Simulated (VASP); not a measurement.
A run of VASP 6.6.1:

Contents of POSCAR:

```
TaN
1.0
    0.0000000000      2.4911437700      2.4911437700
    2.4911437700      0.0000000000      2.4911437700
    2.4911437700      2.4911437700      0.0000000000
Ta N
1 1
Direct
    0.0000000000      0.0000000000      0.0000000000
    0.2500000000      0.2500000000      0.2500000000
```

Contents of INCAR.step1:

```
PREC = Accurate
ENCUT = 520
ISMEAR = 0
SIGMA = 0.05
LREAL = F
LASPH = T
NELM = 150
ISPIN = 2
MAGMOM = 0.48 -0.01
LMAXMIX = 4
LDAU = T
LDAUTYPE = 1
LDAUL = 2 -1
LDAUU = 4 0
LDAUJ = 0.9 0
NBANDS = 19
GGA = PE
ALGO = Normal
EDIFF = 1E-4
LWAVE = T
LCHARG = F
```

File INCAR.step2:

```
PREC = Accurate
ENCUT = 520
EDIFF = 1E-6
ISMEAR = 0
SIGMA = 0.05
LREAL = F
LASPH = T
NELM = 150
ALGO = Normal
ISIF = 2
LWAVE = F
LCHARG = T
ISPIN = 2
MAGMOM = 0.48 -0.01
LORBIT = 11
LMAXMIX = 4
LDAU = T
LDAUTYPE = 1
LDAUL = 2 -1
LDAUU = 4 0
LDAUJ = 0.9 0
LDAUPRINT = 1
METAGGA = R2SCAN
LMIXTAU = T
LELF = T
LVHAR = T
NBANDS = 19
ISTART = 1
```

KPOINTS

```
Automatic mesh
0
Gamma
  7 7 7
```

Potentials or basis: VASP PAW PBE potentials, release 64 (Ta_pv, N).

Command:

```bash
$ cat potpaw_PBE.64/Ta_pv/POTCAR potpaw_PBE.64/N/POTCAR > POTCAR
$ cp INCAR.step1 INCAR
$ mpirun -np 1 vasp_std > vasp.out
$ cp INCAR.step2 INCAR
$ mpirun -np 1 vasp_std > vasp.out
```

Hardware: 1 thread of Intel(R) Xeon(R) 6975P-C (Granite Rapids), on a shared host.

Q: How long does it take, and how much memory?

A: Wall time 58 s on 1 thread of Intel(R) Xeon(R) 6975P-C (Granite Rapids), on a shared host, peak memory 0.19 GiB. Counts: k points 20.
